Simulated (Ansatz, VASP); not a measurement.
# One calculation of SiC, two programs

```
Si C
1.0
     0.00000    2.16453    2.16453
     2.16453    0.00000    2.16453
     2.16453    2.16453    0.00000
Si C
1 1
Direct
  0.00000 0.00000 0.00000
  0.25000 0.25000 0.25000
```

Alike in both runs: functional LDA; k mesh 10 × 10 × 10; occupations gaussian, width 0.02 eV; no spin polarisation.

Ansatz relaxed the structure, and its values are those at the end. VASP's run is a single point on that final structure, the one shown.

|  | VASP | Ansatz |
| --- | --- | --- |
| version | VASP 6.6.1 | Ansatz 0.2.0 |
| potentials or method | VASP PAW LDA potentials, release 64 (Si, C), cutoff 600 eV | scalar-relativistic, plane waves, PAW |
| valence electrons in the cell | 8 | 8 |

```csv
,VASP,Ansatz,Ansatz less VASP
gap on the k mesh at the Fermi level (eV),1.29,1.30,+0.013
least direct gap on the mesh (eV),4.52,4.54,+0.017
pressure (GPa),0.2,0.0,-0.25
```

Ansatz warns that its potentials were made for another functional, while VASP's fit it. LDA's correlation is that of Perdew and Zunger in VASP and of Perdew and Wang (1992) in Ansatz.
